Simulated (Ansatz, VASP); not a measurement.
## Two plane-wave programs on MgO

```
CELL_PARAMETERS angstrom
3.47000 0.00000 0.00000
-1.73500 3.00511 0.00000
0.00000 0.00000 4.71180
ATOMIC_POSITIONS crystal
Mg 0.33333 0.66667 0.00632
Mg 0.66667 0.33333 0.50632
O 0.33333 0.66667 0.39828
O 0.66667 0.33333 0.89828
```

Alike in both runs: task single point; functional PBE; k mesh 9 × 9 × 6; occupations gaussian, width 0.05 eV; no spin polarisation.

```csv
,VASP,Ansatz
version,VASP 6.6.1,Ansatz 0.2.0
potentials or method,"VASP PAW PBE potentials, release 64 (Mg, O), cutoff 520 eV","scalar-relativistic, plane waves, PAW"
valence electrons in the cell,16,32
```

|  | VASP | Ansatz | Ansatz less VASP |
| --- | --- | --- | --- |
| gap on the k mesh at the Fermi level (eV) | 3.18 | 3.20 | +0.020 |
| least direct gap on the mesh (eV) | 3.18 | 3.20 | +0.020 |
| pressure (GPa) | 0.4 | 0.9 | +0.43 |
| traceless stress, the component that is largest in VASP (GPa) | 17.83 | 17.57 | -0.258 |
| rms of the force components (eV/Å) | 1.016 | 1.002 | -0.0135 |

Atom by atom the forces differ by 0.014 eV/Å (rms over components). The functional is the same, so the differences come from potentials, cutoffs and numerics. VASP's potentials hold 16 valence electrons a cell and Ansatz's 32, so a difference there can come from the potentials and not from the codes.
